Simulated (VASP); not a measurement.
# Al (P6/mmm) in VASP: further runs

Al is run at these levels: HSE06, PBE-based screened hybrid with 25 % exact exchange, B3LYP; tasks: single point.

All numbers are computed with VASP 6.6.1; they aren't measurements. Logs are shortened: lines on timing, memory, paths and dates and some standing lists are left out, and cuts for length are marked.

### Step 1. The cell of the first run

The structure is hexagonal, space group P6/mmm (No. 191). Conventional cell: a = 4.484 Å, b = 4.484 Å, c = 2.840 Å, α = 90.00°, β = 90.00°, γ = 120.00°. Within 3.4 Å of Al (site symmetry -6m2) lie 5 Al at 2.59 to 2.84 Å.

This isn't the form of Al at room conditions, which is fcc.

### Step 2. Single point, HSE06

The input, POSCAR:

```
Al
1.0
    4.4844479327      0.0000000000      0.0000000000
   -2.2422239663      3.8836458316      0.0000000000
    0.0000000000      0.0000000000      2.8397863520
Al
2
Direct
    0.3333333333      0.6666666667      0.0000000000
    0.6666666667      0.3333333333      0.0000000000
```

The input, INCAR.step1:

```
SYSTEM = Al
ALGO     = Normal         ! electronic algorithm
EDIFF    = 1E-5           ! SCF threshold, eV
ENCUT    = 520            ! plane-wave cutoff, eV
GGA      = PE             ! functional
ISIF     = 2              ! what is computed and relaxed
ISMEAR   = -1             ! smearing method
LASPH    = .TRUE.         ! aspherical terms in the spheres
LREAL    = .FALSE.        ! projectors in reciprocal space
LWAVE    = .TRUE.         ! write WAVECAR
NBANDS   = 10             ! bands
NELM     = 100            ! most SCF steps
PREC     = Accurate       ! precision mode
SIGMA    = 0.05           ! smearing width, eV
```

The input, INCAR.step2:

```
SYSTEM = Al
ALGO     = Normal         ! electronic algorithm
EDIFF    = 1E-6           ! SCF threshold, eV
ENCUT    = 520            ! plane-wave cutoff, eV
GGA      = PE             ! functional
HFSCREEN = 0.2079         ! screening, 1/A
ISIF     = 2              ! what is computed and relaxed
ISMEAR   = -1             ! smearing method
ISTART   = 1            
LASPH    = .TRUE.         ! aspherical terms in the spheres
LCHARG   = .TRUE.         ! write CHGCAR
LELF     = .TRUE.         ! ELF
LHFCALC  = .TRUE.         ! exact exchange
LREAL    = .FALSE.        ! projectors in reciprocal space
LVHAR    = .TRUE.       
LWAVE    = .FALSE.        ! write WAVECAR
NBANDS   = 10             ! bands
NELM     = 100            ! most SCF steps
PREC     = Accurate       ! precision mode
PRECFOCK = Normal       
SIGMA    = 0.05           ! smearing width, eV
```

The input, KPOINTS:

```
k-points
0
G
  4 4 5
  0 0 0
```

Potentials or basis: VASP PAW PBE potentials, release 64 (Al).

The run is started by

```sh
$ cat potpaw_PBE.64/Al/POTCAR > POTCAR
$ cp INCAR.step1 INCAR
$ mpirun -np 1 vasp_std > vasp.out
$ cp INCAR.step2 INCAR
$ mpirun -np 1 vasp_std > vasp.out
```

OUTCAR:

```text
SYSTEM = Al
   EDIFF = 1E-6
   ENCUT = 520
   GGA = PE
   HFSCREEN = 0.2079
   ISIF = 2
   ISMEAR = -1
   ISTART = 1
   LASPH = .TRUE.
   LHFCALC = .TRUE.
   LREAL = .FALSE.
   NELM = 100
   PREC = Accurate
   PRECFOCK = Normal

 ion  position               nearest neighbor table
   1  0.333  0.667  0.000-   2 2.59   2 2.59   2 2.59
   2  0.667  0.333  0.000-   1 2.59   1 2.59   1 2.59

  LATTYP: Found a hexagonal cell.
 ALAT       =     4.4844479327
 C/A-ratio  =     0.6332521627

  Lattice vectors:

 A1 = (   4.4844479327,   0.0000000000,   0.0000000000)
 A2 = (  -2.2422239663,   3.8836458316,   0.0000000000)
 A3 = (   0.0000000000,   0.0000000000,   2.8397863520)

Analysis of symmetry for initial positions (statically):
=====================================================================
 Subroutine PRICEL returns:
 Original cell was already a primitive cell.

 Routine SETGRP: Setting up the symmetry group for a
 hexagonal supercell.

 Subroutine GETGRP returns: Found 24 space group operations
 (whereof 24 operations were pure point group operations)
 out of a pool of 24 trial point group operations.

The static configuration has the point symmetry D_6h.

Analysis of symmetry for dynamics (positions and initial velocities):
=====================================================================
 Subroutine PRICEL returns:
 Original cell was already a primitive cell.

 Routine SETGRP: Setting up the symmetry group for a
 hexagonal supercell.

 Subroutine GETGRP returns: Found 24 space group operations
 (whereof 24 operations were pure point group operations)
 out of a pool of 24 trial point group operations.

The dynamic configuration has the point symmetry D_6h.

 Subroutine INISYM returns: Found 24 space group operations
 (whereof 24 operations are pure point group operations),
 and found     1 'primitive' translations

----------------------------------------------------------------------------------------

                                     Primitive cell

  volume of cell :      49.4577

  direct lattice vectors                    reciprocal lattice vectors
     4.484447933  0.000000000  0.000000000     0.222992889  0.128745004  0.000000000
    -2.242223966  3.883645832  0.000000000     0.000000000  0.257490009  0.000000000
     0.000000000  0.000000000  2.839786352     0.000000000  0.000000000  0.352139167

  length of vectors
     4.484447933  4.484447933  2.839786352     0.257490009  0.257490009  0.352139167

  position of ions in fractional coordinates (direct lattice)
     0.333333333  0.666666667  0.000000000
     0.666666667  0.333333333  0.000000000

  ion indices of the primitive-cell ions
   primitive index   ion index
                 1           1
                 2           2

----------------------------------------------------------------------------------------

 KPOINTS: k-points

Automatic generation of k-mesh.
 Grid dimensions read from file:
 generate k-points for:    4    4    5

 Generating k-lattice:

  Cartesian coordinates                     Fractional coordinates (reciprocal lattice)
     0.055748222  0.032186251  0.000000000     0.250000000 -0.000000000  0.000000000
     0.000000000  0.064372502  0.000000000     0.000000000  0.250000000  0.000000000
     0.000000000  0.000000000  0.070427833     0.000000000  0.000000000  0.200000000

  Length of vectors
     0.064372502  0.064372502  0.070427833

  Shift w.r.t. Gamma in fractional coordinates (k-lattice)
     0.000000000  0.000000000  0.000000000

 Subroutine IBZKPT returns following result:
 ===========================================

 Found     12 irreducible k-points:

 Following reciprocal coordinates:
            Coordinates               Weight
  0.000000  0.000000  0.000000      1.000000
  0.250000  0.000000  0.000000      6.000000
  0.500000  0.000000  0.000000      3.000000
  0.250000  0.250000  0.000000      6.000000
  0.000000  0.000000  0.200000      2.000000
  0.250000  0.000000  0.200000     12.000000
  0.500000  0.000000  0.200000      6.000000
  0.250000  0.250000  0.200000     12.000000
  0.000000  0.000000  0.400000      2.000000
  0.250000  0.000000  0.400000     12.000000
  0.500000  0.000000  0.400000      6.000000
  0.250000  0.250000  0.400000     12.000000
   k-points           NKPTS =     12   k-points in BZ     NKDIM =     80   number of bands    NBANDS=     10
   number of dos      NEDOS =    301   number of ions     NIONS =      2
   total plane-waves  NPLWV =  31104
   dimension x,y,z NGX =    36 NGY =   36 NGZ =   24
   dimension x,y,z NGXF=    72 NGYF=   72 NGZF=   48
   ions per type =               2
   NGX,Y,Z   is equivalent  to a cutoff of  13.35, 13.35, 14.05 a.u.
   NGXF,Y,Z  is equivalent  to a cutoff of  26.69, 26.69, 28.10 a.u.
 SYSTEM =  Al
   PREC   = accura    normal or accurate (medium, high low for compatibility)
   ISTART =      1    job   : 0-new  1-cont  2-samecut
   ICHARG =      0    charge: 1-file 2-atom 10-const
   ISPIN  =      1    spin polarized calculation?
   LNONCOLLINEAR =      F non collinear calculations
   LSORBIT =      F    spin-orbit coupling
   LASPH  =      T    aspherical Exc in radial PAW
   ENCUT  =  520.0 eV  38.22 Ry    6.18 a.u.   8.34  8.34  5.28*2*pi/ulx,y,z
   NELM   =    100;   NELMIN=  2; NELMDL=  0     # of ELM steps
   EDIFF  = 0.1E-05   stopping-criterion for ELM
   LREAL  =      F    real-space projection
   EDIFFG = 0.1E-04   stopping-criterion for IOM
   NSW    =      0    number of steps for IOM
   IBRION =     -1    ionic relax: 0-MD 1-quasi-New 2-CG
   NFREE  =      0    steps in history (QN), initial steepest desc. (CG)
   ISIF   =      2    stress and relaxation
   ISYM   =      3    0-nonsym 1-usesym 2-fastsym
   POTIM  = 0.5000    time-step for ionic-motion
   TEBEG  =    0.0;   TEEND  =   0.0 temperature during run
   PSTRESS=    0.0 pullay stress
   NELECT =       6.0000    total number of electrons
   NUPDOWN=      -1.0000    fix difference up-down
   EMIN   =  10.00;   EMAX   =-10.00  energy-range for DOS
   EFERMI =   0.00;   METHOD = LEGACY
   ISMEAR =    -1;   SIGMA  =   0.05  broadening in eV -4-tet -1-fermi 0-gaus
   EFERMI_NEDOS =   21; number of points for ismear=-14 and -15
   IALGO  =     38    algorithm
   IMIX   =      1    mixing-type and parameters
     AMIX     =   0.40;   BMIX     =  1.00
     AMIX_MAG =   1.60;   BMIX_MAG =  1.00
  volume/ion in A,a.u.               =      24.73       166.88
  Fermi-wavevector in a.u.,A,eV,Ry     =   0.810427  1.531485  8.936193  0.656792
  Thomas-Fermi vector in A             =   1.919600
   LORBIT       =      0    0 simple, 1 ext, 2 COOP (PROOUT), +10 PAW based schemes
   GGA     = PE    functional components
   LHFCALC =     T    Hartree Fock is set to
   PRECFOCK=normal    Normal, Fast or Accurate (Low or Medium for compatibility)
   ENCUT4O =  -1.0   cutoff for four orbital integrals eV
   NKREDX  =     1    reduce k-point grid by
   NKREDY  =     1    reduce k-point grid by
   NKREDZ  =     1    reduce k-point grid by
   AEXX    =    0.2500 exact exchange contribution
   HFSCREEN=    0.2079 screening length (either q_TF or 0.3 A-1)
   HFSCREENC=   0.2079 screening length for correlation (either q_TF or 0.3 A-1)
   ENCUTFOCK=  -1.0 apply spherical cutoff to Coloumb kernel
   IVDW    =     0    specifies the selected vdW correction
   LEPSILON=     F    determine dielectric tensor
   LRPA    =     F    only Hartree local field effects (RPA)
 non-spin polarized calculation
  energy-cutoff  :      520.00
  volume of cell :       49.46
 maximum number of plane-waves:      1367
 NGX is ok and might be reduce to    36
  NGX = 28; NGY = 28; NGZ = 16

 number of electron       6.0000000 magnetization

 Free energy of the ion-electron system (eV)
  ---------------------------------------------------
  ext. energy  EPLUGINS =         0.00000000
  ---------------------------------------------------
  free energy    TOTEN  =        -7.09932193 eV

  energy without entropy =       -7.08873244  energy(sigma->0) =       -7.09402719

 E-fermi :   3.5128     XC(G=0):  -7.1043

 val. band max:        3.1194433377   @ k =   0.5000   0.0000   0.4000
 cond. band min:       3.5130531776   @ k =   0.2500   0.2500   0.4000
 fundamental gap:      0.3936098399
 Fermi energy:         3.5127890619

 k-point     1 :       0.0000    0.0000    0.0000
  band No.  band energies     occupation
      1      -6.1497      2.00000
      2       3.0258      1.99988
      3       3.0258      1.99988
      4       4.0603      0.00004
      5       6.6887      0.00000
      6       6.6887      0.00000
      7      10.0210      0.00000
      8      12.9040      0.00000
      9      13.9422      0.00000
     10      19.8980      0.00000

 k-point     2 :       0.2500    0.0000    0.0000
  band No.  band energies     occupation
      1      -5.5379      2.00000
      2      -0.2775      2.00000
      3       2.2537      2.00000
      4       4.9995      0.00000
      5       8.2113      0.00000
      6       8.6372      0.00000
      7      12.6797      0.00000
      8      13.3802      0.00000
      9      14.3278      0.00000
     10      17.4407      0.00000

 k-point     3 :       0.5000    0.0000    0.0000
  band No.  band energies     occupation
      1      -4.2710      2.00000
      2      -2.6952      2.00000
      3       1.7457      2.00000
      4       4.4330      0.00000
      5      11.9656      0.00000
      6      12.3294      0.00000
      7      12.5794      0.00000
      8      12.7617      0.00000
      9      14.3316      0.00000
     10      15.6566      0.00000
[... 92 lines left out ...]
 k-point    11 :       0.5000    0.0000    0.4000
  band No.  band energies     occupation
      1      -1.0668      2.00000
      2       0.4693      2.00000
      3       3.1194      1.99923
      4       4.5635      0.00000
      5       4.5823      0.00000
      6       7.7120      0.00000
      7       9.6587      0.00000
      8      11.3021      0.00000
      9      15.0372      0.00000
     10      15.0929      0.00000

 k-point    12 :       0.2500    0.2500    0.4000
  band No.  band energies     occupation
      1      -1.1982      2.00000
      2       0.9566      2.00000
      3       2.9914      1.99994
      4       3.5131      0.99736
      5       4.9808      0.00000
      6       8.3881      0.00000
      7      10.4552      0.00000
      8      10.8268      0.00000
      9      14.1322      0.00000
     10      14.5087      0.00000

------------------------ aborting loop because EDIFF is reached ----------------------------------------

  FORCE on cell =-STRESS in cart. coord.  units (eV):
  Direction    XX          YY          ZZ          XY          YZ          ZX
  --------------------------------------------------------------------------------------
  -------------------------------------------------------------------------------------
  Total       -0.0588599     -0.0588599      0.0118109     -0.0000000      0.0000000      0.0000000
  in kB       -1.9067604     -1.9067604      0.3826116     -0.0000000      0.0000000      0.0000000
  external PRESSURE =      -1.1436364 kB  Pullay stress =       0.0000000 kB

 VOLUME and BASIS-vectors are now :
 -----------------------------------------------------------------------------
  energy-cutoff  :      520.00
  volume of cell :       49.46
      direct lattice vectors                 reciprocal lattice vectors
     4.484447933  0.000000000  0.000000000     0.222992889  0.128745004  0.000000000
    -2.242223966  3.883645832  0.000000000     0.000000000  0.257490009  0.000000000
     0.000000000  0.000000000  2.839786352     0.000000000  0.000000000  0.352139167

 POSITION                                       TOTAL-FORCE (eV/Angst)
 -----------------------------------------------------------------------------------
     -0.00000      2.58910      0.00000         0.000000      0.000000      0.000000
      2.24222      1.29455      0.00000        -0.000000      0.000000      0.000000
 -----------------------------------------------------------------------------------
    total drift:                               -0.000000      0.000000      0.000000

  FREE ENERGIE OF THE ION-ELECTRON SYSTEM (eV)
  ---------------------------------------------------
  free  energy   TOTEN  =        -7.0993219325 eV

  energy  without entropy=       -7.0887324411  energy(sigma->0) =       -7.09402719
```

Wall time 2.6 min (1 thread of Intel Xeon Platinum 8259CL at 2.50GHz (Skylake/Cascade Lake), shared host); peak memory 0.26 GiB.

What came out:

* Free energy: -7.0993 eV
* Pressure: -0.1 GPa
* Band gap on the k mesh: zero (bands 3 and 4 overlap by 2.22 eV)

Stress tensor (GPa, compression positive):
```
-0.19  0.00  0.00
 0.00 -0.19  0.00
 0.00  0.00  0.04
```

Levels at points of the mesh, in eV from the Fermi level:
| k point | band 1 | band 2 | band 3 | band 4 | band 5 | band 6 | band 7 |
| --- | --- | --- | --- | --- | --- | --- | --- |
| (0.00, 0.00, 0.00) | -9.66 | -0.49 | -0.49 | 0.55 | 3.18 | 3.18 | 6.51 |
| (0.50, 0.00, 0.00) | -7.78 | -6.21 | -1.77 | 0.92 | 8.45 | 8.82 | 9.07 |

Caveat: the k points lie up to 0.44 Å⁻¹ apart, too coarse for converged energies and pressures of a metal; the PAW data sets were made with another functional, which shifts forces and pressure a little.

### Step 3. Single point, PBE-based screened hybrid with 25 % exact exchange

This run uses another cell than the first one, of 24.79 Å³/atom.

The input, POSCAR:

```
Al
1.0
    4.4885017988      0.0000000000      0.0000000000
   -2.2442508994      3.8871565827      0.0000000000
    0.0000000000      0.0000000000      2.8419566351
Al
2
Direct
    0.3333333333      0.6666666667      0.0000000000
    0.6666666667      0.3333333333      0.0000000000
```

The input, INCAR.step1:

```
PREC = Accurate ; ENCUT = 520
EDIFF = 1E-5 ; ISMEAR = -1
SIGMA = 0.05 ; LREAL = False
LASPH = True ; NELM = 60
ALGO = Normal ; ISIF = 2
LWAVE = True ; LCHARG = False
NBANDS = 10 ; GGA = PE
```

The input, INCAR.step2:

```
PREC = Accurate ; ENCUT = 520
EDIFF = 1E-7 ; ISMEAR = -1
SIGMA = 0.05 ; LREAL = False
LASPH = True ; NELM = 60
ALGO = Normal ; ISIF = 2
LWAVE = False ; LCHARG = False
GGA = PE ; LHFCALC = True
AEXX = 0.25 ; HFSCREEN = 0.3
PRECFOCK = Normal ; NBANDS = 10
ISTART = 1
```

The input, KPOINTS:

```
Automatic mesh
0
Gamma
  4 4 5
```

Potentials or basis: VASP PAW PBE potentials, release 64 (Al).

The run is started by

```sh
$ cat potpaw_PBE.64/Al/POTCAR > POTCAR
$ cp INCAR.step1 INCAR
$ mpirun -np 1 vasp_std > vasp.out
$ cp INCAR.step2 INCAR
$ mpirun -np 1 vasp_std > vasp.out
```

Run time: 2.6 min. Hardware: 1 thread of Intel Xeon Platinum 8259CL at 2.50GHz (Skylake/Cascade Lake), shared host; peak memory 0.26 GiB.

It converged, with:

```yaml
Free_energy: -6.9365 eV
Pressure: -0.1 GPa
Band_gap_on_the_k_mesh: zero (bands 3 and 4 overlap by 2.14 eV)
```

Stress tensor (GPa, compression positive):
```
-0.18  0.00  0.00
 0.00 -0.18  0.00
 0.00  0.00  0.04
```

Levels at points of the mesh, in eV from the Fermi level:
```tsv
k point	band 1	band 2	band 3	band 4	band 5	band 6	band 7
(0.00, 0.00, 0.00)	-9.44	-0.44	-0.44	0.46	3.07	3.07	6.39
(0.50, 0.00, 0.00)	-7.59	-6.02	-1.66	0.85	8.28	8.65	8.90
```

Caveat: the k points lie up to 0.44 Å⁻¹ apart, too coarse for converged energies and pressures of a metal; the PAW data sets were made with another functional, which shifts forces and pressure a little.

[end of part 1 of 2]
